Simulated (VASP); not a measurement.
# Ti3WN4 (Pm-3m) in VASP: notebook, part 2 of 2

VASP 6.6.1. Earlier steps stand in the parts before.

### 4 Single point, PBE, collinear spin

This run uses another cell than the first one, of 12.66 Å³/atom.

Contents of INCAR:

```
PREC     = Accurate       # precision mode
ENCUT    = 600            # plane-wave cutoff, eV
EDIFF    = 1E-6           # SCF threshold, eV
ISMEAR   = 0              # smearing method
SIGMA    = 0.1            # smearing width, eV
LREAL    = F              # projectors in reciprocal space
LASPH    = T              # aspherical terms in the spheres
NELM     = 200            # most SCF steps
ALGO     = Normal         # electronic algorithm
ISIF     = 2              # what is computed and relaxed
LWAVE    = F              # write WAVECAR
LCHARG   = F              # write CHGCAR
ISPIN    = 2              # spin polarisation
MAGMOM   = -1 -1 1 0 0 0 0 0 # initial moments
LORBIT   = 11             # projections on sites
LMAXMIX  = 4              # l up to which the mixer works
GGA      = PE             # functional
NBANDS   = 49             # bands
GGA_COMPAT= F
```

Contents of KPOINTS:

```
Automatic mesh
0
Gamma
  4 4 4
```

Contents of POSCAR:

```
Ti3WN4
1.0
    4.6610243600      0.0000000000      0.0000000000
    0.0000000000      4.6610243600      0.0000000000
    0.0000000000      0.0000000000      4.6610243600
Ti W N
3 1 4
Direct
    0.0000000000      0.0000000000      0.5000000000
    0.5000000000      0.0000000000      0.0000000000
    0.0000000000      0.5000000000      0.0000000000
    0.5000000000      0.5000000000      0.5000000000
    0.5000000000      0.5000000000      0.0000000000
    0.0000000000      0.5000000000      0.5000000000
    0.5000000000      0.0000000000      0.5000000000
    0.0000000000      0.0000000000      0.0000000000
```

Potentials or basis: VASP PAW PBE potentials, release 64 (Ti_sv, W_sv, N).

Command:

```
cat potpaw_PBE.64/Ti_sv/POTCAR potpaw_PBE.64/W_sv/POTCAR potpaw_PBE.64/N/POTCAR > POTCAR
mpirun -np 1 vasp_std > vasp.out
```

OUTCAR:

```text
PREC = Accurate
   ENCUT = 600
   EDIFF = 1E-6
   ISMEAR = 0
   LREAL = F
   LASPH = T
   NELM = 200
   ISIF = 2
   ISPIN = 2
   LORBIT = 11
   GGA = PE

 ion  position               nearest neighbor table
   1  0.000  0.000  0.500-   6 2.33   7 2.33   8 2.33   8 2.33   6 2.33   7 2.33
   2  0.500  0.000  0.000-   5 2.33   7 2.33   8 2.33   7 2.33   5 2.33   8 2.33
   3  0.000  0.500  0.000-   5 2.33   6 2.33   8 2.33   6 2.33   8 2.33   5 2.33
   4  0.500  0.500  0.500-   5 2.33   6 2.33   7 2.33   5 2.33   7 2.33   6 2.33
   5  0.500  0.500  0.000-   2 2.33   3 2.33   4 2.33   4 2.33   2 2.33   3 2.33
   6  0.000  0.500  0.500-   1 2.33   3 2.33   4 2.33   3 2.33   1 2.33   4 2.33
   7  0.500  0.000  0.500-   1 2.33   2 2.33   4 2.33   2 2.33   4 2.33   1 2.33
   8  0.000  0.000  0.000-   1 2.33   2 2.33   3 2.33   1 2.33   3 2.33   2 2.33

  LATTYP: Found a simple cubic cell.
 ALAT       =     4.6610243600

  Lattice vectors:

 A1 = (   4.6610243600,   0.0000000000,   0.0000000000)
 A2 = (   0.0000000000,   4.6610243600,   0.0000000000)
 A3 = (   0.0000000000,   0.0000000000,   4.6610243600)

Analysis of symmetry for initial positions (statically):
=====================================================================
 Subroutine PRICEL returns:
 Original cell was already a primitive cell.

 Routine SETGRP: Setting up the symmetry group for a
 simple cubic supercell.

 Subroutine GETGRP returns: Found 48 space group operations
 (whereof 48 operations were pure point group operations)
 out of a pool of 48 trial point group operations.

The static configuration has the point symmetry O_h .

Analysis of symmetry for dynamics (positions and initial velocities):
=====================================================================
 Subroutine PRICEL returns:
 Original cell was already a primitive cell.

 Routine SETGRP: Setting up the symmetry group for a
 simple cubic supercell.

 Subroutine GETGRP returns: Found 48 space group operations
 (whereof 48 operations were pure point group operations)
 out of a pool of 48 trial point group operations.

The dynamic configuration has the point symmetry O_h .

Analysis of structural, dynamic, and magnetic symmetry:
=====================================================================
 Subroutine PRICEL returns:
 Original cell was already a primitive cell.

 Routine SETGRP: Setting up the symmetry group for a
 simple cubic supercell.

 Subroutine GETGRP returns: Found 16 space group operations
 (whereof 16 operations were pure point group operations)
 out of a pool of 48 trial point group operations.

The overall configuration has the point symmetry D_4h.

 Subroutine INISYM returns: Found 16 space group operations
 (whereof 16 operations are pure point group operations),
 and found     1 'primitive' translations

----------------------------------------------------------------------------------------

                                     Primitive cell

  volume of cell :     101.2614

[... 93 lines left out ...]
   EDIFF  = 0.1E-05   stopping-criterion for ELM
   LREAL  =      F    real-space projection
[... 7 lines left out ...]
   TEBEG  =    0.0;   TEEND  =   0.0 temperature during run
   PSTRESS=    0.0 pullay stress
   NELECT =      70.0000    total number of electrons
   NUPDOWN=      -1.0000    fix difference up-down
   EMIN   =  10.00;   EMAX   =-10.00  energy-range for DOS
   EFERMI =   0.00;   METHOD = LEGACY
   ISMEAR =     0;   SIGMA  =   0.10  broadening in eV -4-tet -1-fermi 0-gaus
   EFERMI_NEDOS =   21; number of points for ismear=-14 and -15
   IALGO  =     38    algorithm
   IMIX   =      4    mixing-type and parameters
     AMIX     =   0.40;   BMIX     =  1.00
     AMIX_MAG =   1.60;   BMIX_MAG =  1.00
  volume/ion in A,a.u.               =      12.66        85.42
  Fermi-wavevector in a.u.,A,eV,Ry     =   1.447525  2.735426 28.508685  2.095329
  Thomas-Fermi vector in A             =   2.565470
   LORBIT       =     11    0 simple, 1 ext, 2 COOP (PROOUT), +10 PAW based schemes
   GGA     = PE    functional components
   LHFCALC =     F    Hartree Fock is set to
   AEXX    =    0.0000 exact exchange contribution
   IVDW    =     0    specifies the selected vdW correction
   LEPSILON=     F    determine dielectric tensor
   LRPA    =     F    only Hartree local field effects (RPA)
 spin polarized calculation
 Gauss-broadening in eV      SIGMA  =   0.10
  energy-cutoff  :      600.00
  volume of cell :      101.26
 maximum number of plane-waves:      3415
 NGX is ok and might be reduce to    40
   NGX = 19   NGY = 19   NGZ = 19

 number of electron      70.0000003 magnetization       0.0046412

 number of electron      70.0000002 magnetization      -0.0030832

 Free energy of the ion-electron system (eV)
  ---------------------------------------------------
  ext. energy  EPLUGINS =         0.00000000
  ---------------------------------------------------
  free energy    TOTEN  =       -75.89119119 eV

  energy without entropy =      -75.82517464  energy(sigma->0) =      -75.85818291

 E-fermi :   8.5719     XC(G=0): -11.8251

 val. band max:        8.5541632013   @ k =   0.2500   0.0000   0.0000
 cond. band min:       8.5836082500   @ k =   0.2500   0.2500   0.2500
 fundamental gap:      0.0294450487
 Fermi energy:         8.5719023382

 spin component 1

 k-point     1 :       0.0000    0.0000    0.0000
  band No.  band energies     occupation
      1     -67.3376      1.00000
      2     -49.7396      1.00000
      3     -49.7144      1.00000
      4     -49.7128      1.00000
      5     -31.4297      1.00000
      6     -31.4292      1.00000
[... 889 lines left out ...]
     46      12.1444      0.00000
     47      12.1444      0.00000
 Fermi energy:         8.5719023382

 spin component 2

 k-point     1 :       0.0000    0.0000    0.0000
  band No.  band energies     occupation
      1     -67.3366      1.00000
      2     -49.7412      1.00000
      3     -49.7159      1.00000
      4     -49.7146      1.00000
      5     -31.4282      1.00000
      6     -31.4282      1.00000
[... 889 lines left out ...]
     46      12.1430      0.00000
     47      12.1438      0.00000
 [bands above 47 left out]

------------------------ aborting loop because EDIFF is reached ----------------------------------------

  FORCE on cell =-STRESS in cart. coord.  units (eV):
  Direction    XX          YY          ZZ          XY          YZ          ZX
  --------------------------------------------------------------------------------------
  -------------------------------------------------------------------------------------
  Total      -27.8370718    -27.8369092    -27.8370718      0.0000000     -0.0000000      0.0000000
  in kB     -440.4433058   -440.4407331   -440.4433058      0.0000000     -0.0000000      0.0000000
  external PRESSURE =    -440.4424482 kB  Pullay stress =       0.0000000 kB

 VOLUME and BASIS-vectors are now :
 -----------------------------------------------------------------------------
  energy-cutoff  :      600.00
  volume of cell :      101.26
      direct lattice vectors                 reciprocal lattice vectors
     4.661024360  0.000000000  0.000000000     0.214545113  0.000000000  0.000000000
     0.000000000  4.661024360  0.000000000     0.000000000  0.214545113  0.000000000
     0.000000000  0.000000000  4.661024360     0.000000000  0.000000000  0.214545113

 POSITION                                       TOTAL-FORCE (eV/Angst)
 -----------------------------------------------------------------------------------
      0.00000      0.00000      2.33051         0.000000      0.000000      0.000000
      2.33051      0.00000      0.00000         0.000000      0.000000      0.000000
      0.00000      2.33051      0.00000         0.000000      0.000000      0.000000
      2.33051      2.33051      2.33051         0.000000      0.000000      0.000000
      2.33051      2.33051      0.00000         0.000000      0.000000      0.000000
      0.00000      2.33051      2.33051         0.000000      0.000000      0.000000
      2.33051      0.00000      2.33051         0.000000      0.000000      0.000000
      0.00000      0.00000      0.00000         0.000000      0.000000      0.000000
 -----------------------------------------------------------------------------------
    total drift:                               -0.000000      0.000000     -0.000000

  FREE ENERGIE OF THE ION-ELECTRON SYSTEM (eV)
  ---------------------------------------------------
  free  energy   TOTEN  =       -75.8911911874 eV

  energy  without entropy=      -75.8251746382  energy(sigma->0) =      -75.85818291

 total charge

# of ion       s       p       d       tot
------------------------------------------
    1        2.131   6.104   1.774  10.008
    2        2.131   6.104   1.774  10.008
    3        2.131   6.104   1.774  10.009
    4        2.249   6.193   3.112  11.554
    5        1.228   2.345   0.000   3.572
    6        1.228   2.345   0.000   3.572
    7        1.228   2.345   0.000   3.573
    8        1.234   2.333   0.000   3.567
--------------------------------------------------
tot         13.559  33.871   8.434  55.864

 magnetization (x)

# of ion       s       p       d       tot
------------------------------------------
    1       -0.000  -0.000  -0.003  -0.003
    2       -0.000  -0.000  -0.003  -0.003
    3        0.000   0.000   0.001   0.001
    4        0.000   0.000   0.002   0.002
    5       -0.000   0.000   0.000   0.000
    6       -0.000   0.000   0.000   0.000
    7        0.000   0.000   0.000   0.000
    8        0.000  -0.000   0.000  -0.000
--------------------------------------------------
tot         -0.000   0.000  -0.003  -0.002
```

Run time: 9 min. Hardware: 1 thread of Oxide Virtual Turin-like, shared host; peak memory 0.35 GiB.

What came out:

| Quantity | Value |
| --- | --- |
| Free energy | -75.8912 eV |
| Pressure | -44.0 GPa |
| Band gap on the k mesh | zero (filled and empty bands overlap) |
| Net moment | 0.00 μB per cell |
| Valence electrons inside the program's atomic spheres | Ti 10.01; W 11.55; N 3.57 |

Levels at points of the mesh, in eV from the Fermi level:
Spin up:
| k point | band 32 | band 33 | band 34 | band 35 | band 36 | band 37 |
| --- | --- | --- | --- | --- | --- | --- |
| (0.00, 0.00, 0.00) | -2.98 | -2.05 | -2.05 | -2.05 | -0.82 | -0.82 |
| (0.50, 0.00, 0.00) | -2.96 | -2.57 | -1.43 | 0.01 | 0.01 | 0.17 |
| (0.00, 0.50, 0.00) | -2.96 | -2.57 | -1.43 | 0.01 | 0.01 | 0.17 |
| (0.50, 0.50, 0.00) | -4.04 | -0.03 | -0.02 | 0.35 | 0.49 | 0.65 |
| (0.50, 0.00, 0.50) | -4.04 | -0.03 | -0.03 | 0.35 | 0.49 | 0.65 |
| (0.50, 0.50, 0.50) | -4.36 | 0.63 | 0.63 | 0.63 | 0.82 | 0.82 |
Spin down:
```
           k point  band 31  band 32  band 33  band 34  band 35  band 36  band 37  band 38
(0.00, 0.00, 0.00)    -2.98    -2.98    -2.05    -2.05    -2.05    -0.83    -0.82    -0.82
(0.50, 0.00, 0.00)    -2.96    -2.96    -2.57    -1.43     0.01     0.01     0.17     0.32
(0.00, 0.50, 0.00)    -2.96    -2.96    -2.57    -1.43     0.02     0.02     0.18     0.32
(0.50, 0.50, 0.00)    -4.13    -4.04    -0.03    -0.02     0.35     0.48     0.65     0.72
(0.50, 0.00, 0.50)    -4.13    -4.04    -0.02    -0.02     0.35     0.48     0.65     0.71
(0.50, 0.50, 0.50)    -4.36    -4.36     0.63     0.63     0.63     0.82     0.82     0.93
```

Caveat: the cell stands under tension; spin-orbit coupling is left out, which moves the levels of the heavy elements.

### 5 Summary

| spin | cell | k mesh | gap on the mesh (eV) | pressure (GPa) | moment (μB) |
| --- | --- | --- | --- | --- | --- |
| off | a = 4.269 Å, 8 atoms | 10 × 10 × 10 | none | 0.6 | - |
| collinear | a = 4.269 Å, 8 atoms | 4 × 4 × 4 | none | 0.6 | 0.00 |
| collinear | a = 4.661 Å, 8 atoms | 4 × 4 × 4 | none | -44.0 | 0.00 |

Alike in all rows: task single point; level PBE; potentials or basis VASP PAW PBE potentials, release 64 (Ti_sv, W_sv, N); cutoff (eV) 600; smearing gaussian 0.1 eV.

Caveats: some runs use coarse meshes; spin-orbit coupling is left out, which moves the levels of the heavy elements; the cell stands under tension (at least some runs).

Total energies depend on the potentials used, so only differences within one code and one set of settings carry meaning.

The gap in the log of VASP goes by the Fermi energy; the results here count the filled bands.